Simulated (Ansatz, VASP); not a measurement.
ScAl in VASP and in Ansatz

File INCAR:

```
PREC = Accurate
ENCUT = 520
EDIFF = 1E-7
ISMEAR = 0
SIGMA = 0.15
LREAL = False
LASPH = True
NELM = 60
ALGO = Fast
ISIF = 2
LWAVE = False
LCHARG = False
GGA = PS
NBANDS = 22
```

KPOINTS

```
regular mesh
0
Gamma
  16 16 12
```

File POSCAR:

```
ScAl
1.0
    1.6453573193     -5.5912641155      0.0000000000
    1.6453573193      5.5912641155      0.0000000000
    0.0000000000      0.0000000000      4.3368114847
Sc Al
2 2
Direct
    0.8372590791      0.1627409209      0.2500000000
    0.1627409209      0.8372590791      0.7500000000
    0.5696044066      0.4303955934      0.2500000000
    0.4303955934      0.5696044066      0.7500000000
```

Input for Ansatz:

```yaml
crystal:
  lattice:
    - [1.6453573193, -5.5912641155, 0.0]
    - [1.6453573193, 5.5912641155, 0.0]
    - [0.0, 0.0, 4.3368114847]
  atoms:
    - { symbol: Sc, position: [0.8372590791, 0.1627409209, 0.25] }
    - { symbol: Sc, position: [0.1627409209, 0.8372590791, 0.75] }
    - { symbol: Al, position: [0.5696044066, 0.4303955934, 0.25] }
    - { symbol: Al, position: [0.4303955934, 0.5696044066, 0.75] }
basis:
  ecutwfc: 420
kpoints:
  mp_grid: { grid: [16, 16, 12] }
hamiltonian:
  xc: pbesol
scf:
  occupations: { method: gaussian, width: 0.15 }
output:
  forces: true
  stress: true
  eigenvalues: true
```

Change from the starting cell: strain +0.0150 x Voigt [0, 1, 0, 0, 0, 0], atoms carried along.

Alike in both runs: task single point; functional PBEsol; k mesh 16 × 16 × 12; occupations gaussian, width 0.15 eV; no spin polarisation.

```csv
,VASP,Ansatz
version,VASP 6.6.1,Ansatz 0.2.0
potentials or method,"VASP PAW PBE potentials, release 64 (Sc_sv, Al), cutoff 520 eV","scalar-relativistic, plane waves, PAW"
valence electrons in the cell,28,28
```

VASP gave:

```
gap on the k mesh at the Fermi level (eV)                     : none
pressure (GPa)                                                : -1.1
traceless stress, the component that is largest in VASP (GPa) : -1.28
rms of the force components (eV/Å)                            : 0.018
```

Q: Estimate Ansatz's values.

A: gap on the k mesh at the Fermi level (eV): none; pressure (GPa): -1.2; traceless stress, the component that is largest in VASP (GPa): -1.29; rms of the force components (eV/Å): 0.016.

VASP's potentials were made for PBE, not for PBEsol. Atom by atom the forces differ by 0.002 eV/Å (rms over components). A gap of «none» marks a metal or a gap that the smearing closes. The functional is the same, so the differences come from potentials, cutoffs and numerics.
